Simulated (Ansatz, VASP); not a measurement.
## CaMgSc3: VASP beside Ansatz

```
Ca Mg Sc
1.0
     5.38635    0.00000    0.00000
     0.00000    5.38635    0.00000
     0.00000    0.00000    5.38635
Ca Mg Sc
1 1 3
Direct
  0.50000 0.50000 0.50000
  0.00000 0.00000 0.00000
  0.50000 0.00000 0.00000
  0.00000 0.50000 0.00000
  0.00000 0.00000 0.50000
```

Alike in both runs: task relaxation of cell and atoms; functional PBE; k mesh 8 × 8 × 8; occupations gaussian, width 0.1 eV; no spin polarisation.

|  | VASP | Ansatz |
| --- | --- | --- |
| version | VASP 6.6.1 | Ansatz 0.2.0 |
| potentials or method | VASP PAW PBE potentials, release 64 (Ca_sv, Mg, Sc_sv), cutoff 600 eV | scalar-relativistic, plane waves, PAW |
| valence electrons in the cell | 45 | 53 |

```tsv
	VASP	Ansatz	Ansatz less VASP
gap on the k mesh at the Fermi level, each at its own relaxed structure (eV)	none	none	-
relaxed volume (Å³/atom)	31.33	31.25	-0.071
relaxed length of the cell vector where the two differ most in proportion (Å)	5.390	5.386	-0.0041
```

A gap of «none» marks a metal or a gap that the smearing closes. VASP's potentials hold 45 valence electrons a cell and Ansatz's 53, so a difference there can come from the potentials and not from the codes.
